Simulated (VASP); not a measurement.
Here is a VASP 6.6.1 calculation.

INCAR

```
SYSTEM = Bi
ALGO     = Normal         ! electronic algorithm
EDIFF    = 1E-6           ! SCF threshold, eV
ENCUT    = 520            ! plane-wave cutoff, eV
GGA      = RP             ! functional
ISIF     = 2              ! what is computed and relaxed
ISMEAR   = -1             ! smearing method
LASPH    = .TRUE.         ! aspherical terms in the spheres
LCHARG   = .FALSE.        ! write CHGCAR
LREAL    = .FALSE.        ! projectors in reciprocal space
LWAVE    = .FALSE.        ! write WAVECAR
NBANDS   = 38             ! bands
NELM     = 80             ! most SCF steps
PREC     = Accurate       ! precision mode
SIGMA    = 0.1            ! smearing width, eV
```

KPOINTS

```
k-points
0
G
  12 12 3
  0 0 0
```

Contents of POSCAR:

```
Bi
1.0
    3.5557263875      0.0000000000      0.0000000000
   -1.7778631938      3.0793493805      0.0000000000
    0.0000000000      0.0000000000     11.9108581431
Bi
4
Direct
    0.0000000000      1.0000000000      0.0000000000
    0.0000000000      1.0000000000      0.5000000000
    0.3333333333      0.6666666667      0.2500000000
    0.6666666667      0.3333333333      0.7500000000
```

Potentials or basis: VASP PAW PBE potentials, release 64 (Bi_d).

Command:

```console
$ cat potpaw_PBE.64/Bi_d/POTCAR > POTCAR
$ mpirun -np 1 vasp_std > vasp.out
```

What does it give for the band gap on the k mesh?

Zero (bands 30 and 31 overlap by 5.90 eV).

Estimate the pressure.

-0.1 GPa.

Stress tensor (GPa, compression positive):
```
-0.21  0.00  0.00
 0.00 -0.21  0.00
 0.00  0.00 -0.02
```

Caveat: the PAW data sets were made with another functional, which shifts forces and pressure a little; spin-orbit coupling is left out, which moves the levels of the heavy elements.
